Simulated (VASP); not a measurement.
P: relaxation of cell and atoms with PBE+D3(BJ)

The system is P.

```xyz
2
Lattice="1.6781 0.9689 2.7389 -1.6781 0.9689 2.7389 0.0000 -1.9377 2.7389" Properties=species:S:1:pos:R:3 pbc="T T T"
P     0.0000    0.0000    1.9920
P     0.0000    0.0000    6.2248
```

```
Program                : VASP 6.6.1
Task                   : relaxation of cell and atoms
Functional             : PBE
Dispersion             : D3(BJ)
Potentials or basis    : VASP PAW PBE potentials, release 64 (P)
Cutoff                 : 600 eV
k mesh                 : 9 × 9 × 9
Occupations            : gaussian, width 0.1 eV
Spin                   : no spin polarisation
Target pressure        : 7.4 GPa
Dipole correction      : no
Further INCAR settings : ALGO = Normal; EDIFF = 1e-06; IBRION = 2; EDIFFG = -0.05; NSW = 80; ISIF = 3
```

```
Pressure after relaxing      : 7.1 GPa
Largest force after relaxing : 0.024 eV/Å
Band gap on the k mesh       : zero (band 5 reaches 12.43 eV, above the bottom of band 6 at 10.02 eV)
Dispersion energy per atom   : -0.529 eV
```

Forces in eV/Å, atoms in the order of the input:
```
P    0.000  0.000 -0.024
P    0.000  0.000  0.024
```

Final structure:
```
CELL_PARAMETERS angstrom
1.67812 0.96886 2.73892
-1.67812 0.96886 2.73892
0.00000 -1.93773 2.73892
ATOMIC_POSITIONS crystal
P 0.24243 0.24243 0.24243
P 0.75757 0.75757 0.75757
```

Levels at points of the mesh, in eV from the Fermi level:
```
           k point  band 2  band 3  band 4  band 5  band 6  band 7  band 8  band 9
(0.00, 0.00, 0.00)   -2.48   -2.48   -2.32   -0.74    3.72    4.05    4.05    5.57
```

Wall time 18 s on 1 thread of Intel Xeon 6975P-C, with other jobs on the host, peak memory 0.17 GiB.

Caveat: the relaxation stopped at its first step, so nothing moved; the cell is relaxed towards a set pressure, so the enthalpy falls and the energy may rise; pairwise dispersion overbinds metals, which lowers pressure and volume; the relaxation stopped at a loose force limit of 0.05 eV/Å, so its end isn't a converged minimum.
